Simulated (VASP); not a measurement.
A run of VASP 6.6.1:

Contents of INCAR:

```
SYSTEM = Au
ALGO = Normal ; EDIFF = 1E-6
ENCUT = 520 ; GGA = PE
ISIF = 2 ; ISMEAR = 0
LASPH = .True. ; LCHARG = .False.
LREAL = .False. ; LWAVE = .False.
NBANDS = 12 ; NELM = 80
PREC = Accurate ; SIGMA = 0.05
```

KPOINTS

```
k-points
0
Gamma
  18 18 18
  0 0 0
```

POSCAR

```
Au
1.0
   -1.6506320859      1.6506320859      1.6506320859
    1.6506320859     -1.6506320859      1.6506320859
    1.6506320859      1.6506320859     -1.6506320859
Au
1
Direct
    0.0000000000      0.0000000000      0.0000000000
```

Potentials or basis: VASP PAW PBE potentials, release 64 (Au).

Command:

```sh
$ cat potpaw_PBE.64/Au/POTCAR > POTCAR
$ mpirun -np 1 vasp_std > vasp.out
```

Hardware: 1 thread of Intel(R) Xeon(R) 6975P-C (Granite Rapids), with other jobs on the host.

How long does it take, and how much memory?

It took 11 s on 1 thread of Intel(R) Xeon(R) 6975P-C (Granite Rapids), with other jobs on the host, peak memory 0.16 GiB. Counts: scf iterations 11, k points 195.
